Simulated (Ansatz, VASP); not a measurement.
Two plane-wave programs on Si2W

```
CELL_PARAMETERS angstrom
3.63070 0.00000 0.00000
-1.81535 3.14428 0.00000
0.00000 0.00000 2.30600
ATOMIC_POSITIONS crystal
W 0.00000 0.00000 0.00000
Si 0.33333 0.66667 0.50000
Si 0.66667 0.33333 0.50000
```

Change from the starting cell: volume scaled by 0.62, PAW files, core large.

Alike in both runs: task single point; functional PBE; k mesh 10 × 10 × 8; occupations fermi-dirac, width 0.1 eV; no spin polarisation.

|  | VASP | Ansatz |
| --- | --- | --- |
| version | VASP 6.6.1 | Ansatz 0.2.0 |
| potentials or method | VASP PAW PBE potentials, release 64 (W_sv, Si) | PAW with other files of Ansatz's library (core large), scalar-relativistic |
| plane-wave cutoff (eV) | 520 | 420 |
| valence electrons in the cell | 22 | 22 |

```csv
,VASP,Ansatz,Ansatz less VASP
pressure (GPa),246.1,244.3,-1.82
"traceless stress, the component that is largest in VASP (GPa)",1.93,0.09,-1.841
```

Both programs put the cell under a high pressure, so it lies far from rest at this level. With one functional, cell and mesh, what is left measures potentials, basis and numerics. Ansatz's warnings: datasets by core.

Neither program's run includes spin-orbit coupling. Noted on VASP's run: the cell as given lies far from equilibrium.
